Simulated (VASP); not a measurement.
# CoSi2 (Fm-3m) in VASP: a series of runs, part 2 of 2

VASP 6.6.1. Earlier steps stand in the parts before.

## 3. Single point, PBEsol+D3(BJ), collinear spin, ferromagnetic start (volume scaled by 1.04)

Contents of INCAR:

```
PREC = Accurate ; ENCUT = 520
EDIFF = 1E-7 ; ISMEAR = 0
SIGMA = 0.05 ; LREAL = False
LASPH = True ; NELM = 150
ALGO = Normal ; ISIF = 2
LWAVE = False ; LCHARG = False
ISPIN = 2 ; MAGMOM = 0.05 0 0
LORBIT = 11 ; LMAXMIX = 4
GGA = PS ; IVDW = 12
NBANDS = 20
```

Contents of KPOINTS:

```
regular mesh
0
Gamma
  8 8 8
```

Contents of POSCAR:

```
CoSi2
1.0
    0.0000000000      2.6675593204      2.6675593204
    2.6675593204      0.0000000000      2.6675593204
    2.6675593204      2.6675593204      0.0000000000
Co Si
1 2
Direct
    0.0000000000      0.0000000000      0.0000000000
    0.2500000000      0.2500000000      0.2500000000
    0.7500000000      0.7500000000      0.7500000000
```

Potentials or basis: VASP PAW PBE potentials, release 64 (Co, Si).

Run with:

```
> cat potpaw_PBE.64/Co/POTCAR potpaw_PBE.64/Si/POTCAR > POTCAR
> mpirun -np 1 vasp_std > vasp.out
```

OUTCAR:

```text
PREC = Accurate
   ENCUT = 520
   EDIFF = 1E-7
   ISMEAR = 0
   LREAL = False
   LASPH = True
   NELM = 150
   ISIF = 2
   ISPIN = 2
   LORBIT = 11
   GGA = PS
   IVDW = 12
 IVDW          = 12

 ion  position               nearest neighbor table
   1  0.000  0.000  0.000-   3 2.31   3 2.31   3 2.31   2 2.31   2 2.31   2 2.31   3 2.31   2 2.31

   2  0.250  0.250  0.250-   1 2.31   1 2.31   1 2.31   1 2.31   3 2.67   3 2.67   3 2.67   3 2.67
                             3 2.67   3 2.67
   3  0.750  0.750  0.750-   1 2.31   1 2.31   1 2.31   1 2.31   2 2.67   2 2.67   2 2.67   2 2.67
                             2 2.67   2 2.67

  LATTYP: Found a face centered cubic cell.
 ALAT       =     5.3351186408

  Lattice vectors:

 A1 = (   0.0000000000,   2.6675593204,   2.6675593204)
 A2 = (   2.6675593204,   0.0000000000,   2.6675593204)
 A3 = (   2.6675593204,   2.6675593204,   0.0000000000)

Analysis of symmetry for initial positions (statically):
=====================================================================
 Subroutine PRICEL returns:
 Original cell was already a primitive cell.

 Routine SETGRP: Setting up the symmetry group for a
 face centered cubic supercell.

 Subroutine GETGRP returns: Found 48 space group operations
 (whereof 48 operations were pure point group operations)
 out of a pool of 48 trial point group operations.

The static configuration has the point symmetry O_h .

Analysis of symmetry for dynamics (positions and initial velocities):
=====================================================================
 Subroutine PRICEL returns:
 Original cell was already a primitive cell.

 Routine SETGRP: Setting up the symmetry group for a
 face centered cubic supercell.

 Subroutine GETGRP returns: Found 48 space group operations
 (whereof 48 operations were pure point group operations)
 out of a pool of 48 trial point group operations.

The dynamic configuration has the point symmetry O_h .

Analysis of structural, dynamic, and magnetic symmetry:
=====================================================================
 Subroutine PRICEL returns:
 Original cell was already a primitive cell.

 Routine SETGRP: Setting up the symmetry group for a
 face centered cubic supercell.

 Subroutine GETGRP returns: Found 48 space group operations
 (whereof 48 operations were pure point group operations)
 out of a pool of 48 trial point group operations.

The overall configuration has the point symmetry O_h .

 Subroutine INISYM returns: Found 48 space group operations
 (whereof 48 operations are pure point group operations),
 and found     1 'primitive' translations

----------------------------------------------------------------------------------------

                                     Primitive cell

  volume of cell :      37.9640

  direct lattice vectors                    reciprocal lattice vectors
     0.000000000  2.667559320  2.667559320    -0.187437256  0.187437256  0.187437256
     2.667559320  0.000000000  2.667559320     0.187437256 -0.187437256  0.187437256
     2.667559320  2.667559320  0.000000000     0.187437256  0.187437256 -0.187437256

  length of vectors
     3.772498569  3.772498569  3.772498569     0.324650851  0.324650851  0.324650851

[... 78 lines left out ...]
   LSORBIT =      F    spin-orbit coupling
   LASPH  =      T    aspherical Exc in radial PAW
   ENCUT  =  520.0 eV  38.22 Ry    6.18 a.u.   7.01  7.01  7.01*2*pi/ulx,y,z
   NELM   =    150;   NELMIN=  2; NELMDL= -5     # of ELM steps
   EDIFF  = 0.1E-06   stopping-criterion for ELM
   LREAL  =      F    real-space projection
   EDIFFG = 0.1E-05   stopping-criterion for IOM
   NSW    =      0    number of steps for IOM
   IBRION =     -1    ionic relax: 0-MD 1-quasi-New 2-CG
   NFREE  =      0    steps in history (QN), initial steepest desc. (CG)
   ISIF   =      2    stress and relaxation
   ISYM   =      2    0-nonsym 1-usesym 2-fastsym
   POTIM  = 0.5000    time-step for ionic-motion
   TEBEG  =    0.0;   TEEND  =   0.0 temperature during run
   PSTRESS=    0.0 pullay stress
   NELECT =      17.0000    total number of electrons
   NUPDOWN=      -1.0000    fix difference up-down
   EMIN   =  10.00;   EMAX   =-10.00  energy-range for DOS
   EFERMI =   0.00;   METHOD = LEGACY
   ISMEAR =     0;   SIGMA  =   0.05  broadening in eV -4-tet -1-fermi 0-gaus
   EFERMI_NEDOS =   21; number of points for ismear=-14 and -15
   IALGO  =     38    algorithm
   IMIX   =      4    mixing-type and parameters
     AMIX     =   0.40;   BMIX     =  1.00
     AMIX_MAG =   1.60;   BMIX_MAG =  1.00
  volume/ion in A,a.u.               =      12.65        85.40
  Fermi-wavevector in a.u.,A,eV,Ry     =   1.252469  2.366824 21.343175  1.568679
  Thomas-Fermi vector in A             =   2.386368
   LORBIT       =     11    0 simple, 1 ext, 2 COOP (PROOUT), +10 PAW based schemes
   GGA     = PS    functional components
   LHFCALC =     F    Hartree Fock is set to
   AEXX    =    0.0000 exact exchange contribution
   IVDW    =    12    specifies the selected vdW correction
   LEPSILON=     F    determine dielectric tensor
   LRPA    =     F    only Hartree local field effects (RPA)
 spin polarized calculation
 Gauss-broadening in eV      SIGMA  =   0.05
  energy-cutoff  :      520.00
  volume of cell :       37.96
 maximum number of plane-waves:      1036
   NGX = 13   NGY = 13   NGZ = 13

 number of electron      17.0000000 magnetization       0.0001747

 number of electron      17.0000000 magnetization      -0.0000244

 Free energy of the ion-electron system (eV)
  ---------------------------------------------------
  ext. energy  EPLUGINS =         0.00000000
  ---------------------------------------------------
  free energy    TOTEN  =       -20.97829876 eV

  energy without entropy =      -20.97645814  energy(sigma->0) =      -20.97737845

 E-fermi :  10.1328     XC(G=0): -11.9094

 val. band max:       10.0054042229   @ k =   0.5000   0.2500   0.1250
 cond. band min:      10.1372020549   @ k =  -0.1250   0.1250   0.0000
 fundamental gap:      0.1317978319
 Fermi energy:        10.1327729156

 spin component 1

 k-point     1 :       0.0000    0.0000    0.0000
  band No.  band energies     occupation
      1      -3.0561      1.00000
      2       6.0277      1.00000
      3       6.0277      1.00000
      4       6.0277      1.00000
      5       8.2248      1.00000
      6       8.2248      1.00000
[... 541 lines left out ...]
     19      25.4666      0.00000
     20      25.9900      0.00000

 [... further k-points ...]

 spin component 2

 k-point     1 :       0.0000    0.0000    0.0000
  band No.  band energies     occupation
      1      -3.0561      1.00000
      2       6.0277      1.00000
      3       6.0277      1.00000
      4       6.0277      1.00000
      5       8.2248      1.00000
      6       8.2248      1.00000
[... 541 lines left out ...]
     19      25.4666      0.00000
     20      25.9901      0.00000

 [... further k-points ...]

------------------------ aborting loop because EDIFF is reached ----------------------------------------

 Edisp (eV)   -1.17334

 E8    (eV) :    -0.7528

  FORCE on cell =-STRESS in cart. coord.  units (eV):
  Direction    XX          YY          ZZ          XY          YZ          ZX
  --------------------------------------------------------------------------------------
  -------------------------------------------------------------------------------------
  Total      -1.74345    -1.74345    -1.74345     0.00000    -0.00000    -0.00000
  in kB     -73.57793   -73.57793   -73.57793     0.00000    -0.00000    -0.00000
  external pressure =      -73.58 kB  Pullay stress =        0.00 kB

 VOLUME and BASIS-vectors are now :
 -----------------------------------------------------------------------------
  energy-cutoff  :      520.00
  volume of cell :       37.96
      direct lattice vectors                 reciprocal lattice vectors
     0.000000000  2.667559320  2.667559320    -0.187437256  0.187437256  0.187437256
     2.667559320  0.000000000  2.667559320     0.187437256 -0.187437256  0.187437256
     2.667559320  2.667559320  0.000000000     0.187437256  0.187437256 -0.187437256

 POSITION                                       TOTAL-FORCE (eV/Angst)
 -----------------------------------------------------------------------------------
      0.00000      0.00000      0.00000        -0.000000      0.000000     -0.000000
      1.33378      1.33378      1.33378        -0.000000     -0.000000     -0.000000
      4.00134      4.00134      4.00134         0.000000      0.000000      0.000000
 -----------------------------------------------------------------------------------
    total drift:                               -0.000000     -0.000000      0.000000

  FREE ENERGIE OF THE ION-ELECTRON SYSTEM (eV)
  ---------------------------------------------------
  free  energy   TOTEN  =       -22.1516357999 eV

  energy  without entropy=      -22.1497951808  energy(sigma->0) =      -22.15071549

 total charge

# of ion       s       p       d       tot
------------------------------------------
    1        0.550   0.734   7.617   8.901
    2        0.717   0.878   0.000   1.595
    3        0.717   0.878   0.000   1.595
--------------------------------------------------
tot          1.984   2.489   7.617  12.090

 magnetization (x)

# of ion       s       p       d       tot
------------------------------------------
    1        0.000   0.000   0.000   0.000
    2        0.000   0.000   0.000   0.000
    3        0.000   0.000   0.000   0.000
--------------------------------------------------
tot          0.000   0.000   0.000   0.000
```

stdout:

```text
POSCAR found type information on POSCAR CoSi
 POSCAR found :  2 types and       3 ions
 scaLAPACK will be used
 -----------------------------------------------------------------------------
|                                                                             |
|                                                                             |
|     You enforced a specific xc type in the INCAR file but a different       |
|     I HOPE YOU KNOW WHAT YOU ARE DOING!                                     |
|                                                                             |
 -----------------------------------------------------------------------------

 LDA part: xc-table for (Slater+PW92), standard interpolation
 POSCAR, INCAR and KPOINTS ok, starting setup
 FFT: planning ... GRIDC
 FFT: planning ... GRID_SOFT
 FFT: planning ... GRID
 WAVECAR not read
 entering main loop
```

It took 30 s on 1 thread of Intel Xeon Platinum 8488C (Sapphire Rapids), shared host; peak memory 0.2 GiB.

What came out:

```yaml
Free_energy: -22.1516 eV
Pressure: -7.4 GPa
Net_moment: 0.00 μB per cell
Valence_electrons_inside_the_program's_atomic_spheres: Co 8.90; Si 1.59
Dispersion_energy_per_atom: -0.391 eV
```

Caveat: the cell differs from its parent crystal (volume scaled by 1.04); the PAW data sets were made with another functional, which shifts forces and pressure a little; pairwise dispersion overbinds metals, which lowers pressure and volume.

## 4. Single point, revPBE, collinear spin, ferromagnetic start (volume scaled by 0.98)

Contents of INCAR:

```
SYSTEM = CoSi2
ALGO = Normal
EDIFF = 1E-7
ENCUT = 520
GGA = RE
ISIF = 2
ISMEAR = 0
ISPIN = 2
LASPH = .True.
LCHARG = .False.
LMAXMIX = 4
LORBIT = 11
LREAL = .False.
LWAVE = .False.
MAGMOM = 0.05 0 0
NBANDS = 20
NELM = 150
PREC = Accurate
SIGMA = 0.05
```

Contents of KPOINTS:

```
k-points
0
Gamma
  8 8 8
  0 0 0
```

Contents of POSCAR:

```
CoSi2
1.0
    0.0000000000      2.6726908241      2.6726908241
    2.6726908241      0.0000000000      2.6726908241
    2.6726908241      2.6726908241      0.0000000000
Co Si
1 2
Direct
    0.0000000000      0.0000000000      0.0000000000
    0.2500000000      0.2500000000      0.2500000000
    0.7500000000      0.7500000000      0.7500000000
```

Run with:

```
> cat potpaw_PBE.64/Co/POTCAR potpaw_PBE.64/Si/POTCAR > POTCAR
> mpirun -np 1 vasp_std > vasp.out
```

Wall time 33 s (1 thread of Intel Xeon Platinum 8488C (Sapphire Rapids), shared host); peak memory 0.19 GiB.

Results (log left out):

```yaml
Free_energy: -18.3618 eV
Pressure: 3.2 GPa
Net_moment: 0.00 μB per cell
Valence_electrons_inside_the_program's_atomic_spheres: Co 8.87; Si 1.59
```

Levels at points of the mesh, in eV from the Fermi level:
Spin up:
| k point | band 6 | band 7 | band 8 | band 9 | band 10 | band 11 | band 12 | band 13 |
| --- | --- | --- | --- | --- | --- | --- | --- | --- |
| (0.00, 0.00, 0.00) | -1.89 | 0.92 | 3.46 | 3.46 | 3.46 | 3.47 | 3.47 | 3.47 |
| (0.50, 0.00, 0.00) | -1.60 | -1.60 | -0.46 | -0.46 | 2.78 | 3.46 | 3.46 | 4.47 |
| (0.50, 0.50, 0.00) | -1.92 | -1.92 | -1.89 | -1.30 | 1.65 | 2.96 | 8.53 | 9.72 |
Spin down:
| k point | band 7 | band 8 | band 9 | band 10 | band 11 | band 12 |
| --- | --- | --- | --- | --- | --- | --- |
| (0.00, 0.00, 0.00) | 0.92 | 3.46 | 3.46 | 3.46 | 3.47 | 3.47 |
| (0.50, 0.00, 0.00) | -1.60 | -0.46 | -0.46 | 2.78 | 3.46 | 3.46 |
| (0.50, 0.50, 0.00) | -1.92 | -1.89 | -1.30 | 1.65 | 2.96 | 8.53 |

Caveat: the cell differs from its parent crystal (volume scaled by 0.98); the PAW data sets were made with another functional, which shifts forces and pressure a little.

## 5. Single point, PBE, collinear spin, ferromagnetic start

This run uses another cell than the first one, of 12.87 Å³/atom, 1.018 times its volume.

Contents of INCAR:

```
PREC = Accurate
ENCUT = 520
EDIFF = 1E-6
ISMEAR = 0
SIGMA = 0.05
LREAL = F
LASPH = T
NELM = 150
ALGO = Normal
ISIF = 2
LWAVE = F
LCHARG = T
ISPIN = 2
MAGMOM = 1.5 0 0
LORBIT = 11
LMAXMIX = 4
GGA = PE
LELF = T
LVHAR = T
NBANDS = 20
```

Contents of KPOINTS:

```
regular mesh
0
Gamma
  8 8 8
```

Contents of POSCAR:

```
CoSi2
1.0
    0.0000000000      2.6824999877      2.6824999877
    2.6824999877      0.0000000000      2.6824999877
    2.6824999877      2.6824999877      0.0000000000
Co Si
1 2
Direct
    0.0000000000      0.0000000000      0.0000000000
    0.2500000000      0.2500000000      0.2500000000
    0.7500000000      0.7500000000      0.7500000000
```

Run with:

```
> cat potpaw_PBE.64/Co/POTCAR potpaw_PBE.64/Si/POTCAR > POTCAR
> mpirun -np 1 vasp_std > vasp.out
```

It took 33 s on 1 thread of Intel Xeon Platinum 8488C (Sapphire Rapids), shared host; peak memory 0.19 GiB.

It converged, with:

| Item | Value |
| --- | --- |
| Free energy | -19.2938 eV |
| Pressure | -0.7 GPa |
| Net moment | 0.00 μB per cell |
| Valence electrons inside the program's atomic spheres | Co 8.84; Si 1.59 |

Levels at points of the mesh, in eV from the Fermi level:
Spin up:
```csv
k point,band 6,band 7,band 8,band 9,band 10,band 11,band 12,band 13
"(0.00, 0.00, 0.00)",-1.86,0.73,3.42,3.42,3.42,3.47,3.47,3.47
"(0.50, 0.00, 0.00)",-1.58,-1.58,-0.45,-0.45,2.70,3.42,3.42,4.33
"(0.50, 0.50, 0.00)",-1.91,-1.91,-1.86,-1.29,1.58,2.95,8.57,9.56
```
Spin down:
| k point | band 5 | band 6 | band 7 | band 8 | band 9 | band 10 | band 11 | band 12 | band 13 | band 14 |
| --- | --- | --- | --- | --- | --- | --- | --- | --- | --- | --- |
| (0.00, 0.00, 0.00) | -1.86 | -1.86 | 0.73 | 3.42 | 3.42 | 3.42 | 3.47 | 3.47 | 3.47 | 5.67 |
| (0.50, 0.00, 0.00) | -2.13 | -1.58 | -1.58 | -0.45 | -0.45 | 2.70 | 3.42 | 3.42 | 4.33 | 10.37 |
| (0.50, 0.50, 0.00) | -3.62 | -1.91 | -1.91 | -1.86 | -1.29 | 1.58 | 2.95 | 8.57 | 9.56 | 9.56 |

Caveat: the starting moments collapsed, and a magnetic state may lie lower.

## 6. The runs side by side

| level | cell | gap on the mesh (eV) | pressure (GPa) | moment (μB) |
| --- | --- | --- | --- | --- |
| BLYP+D3(BJ) | a = 3.771 Å, angles 60.0°, 3 atoms | none | -3.0 | 0.00 |
| PBEsol+D3(BJ) | a = 3.772 Å, angles 60.0°, 3 atoms | none | -7.4 | 0.00 |
| revPBE | a = 3.780 Å, angles 60.0°, 3 atoms | none | 3.2 | 0.00 |

Alike in all rows: task single point; potentials or basis VASP PAW PBE potentials, release 64 (Co, Si); spin collinear, ferromagnetic start; k mesh 8 × 8 × 8; cutoff (eV) 520; smearing gaussian 0.05 eV.

Caveats: the PAW data sets were made with another functional, which shifts forces and pressure a little; pairwise dispersion overbinds metals, which lowers pressure and volume (some runs).

Total energies depend on the potentials used, so only differences within one code and one set of settings carry meaning.
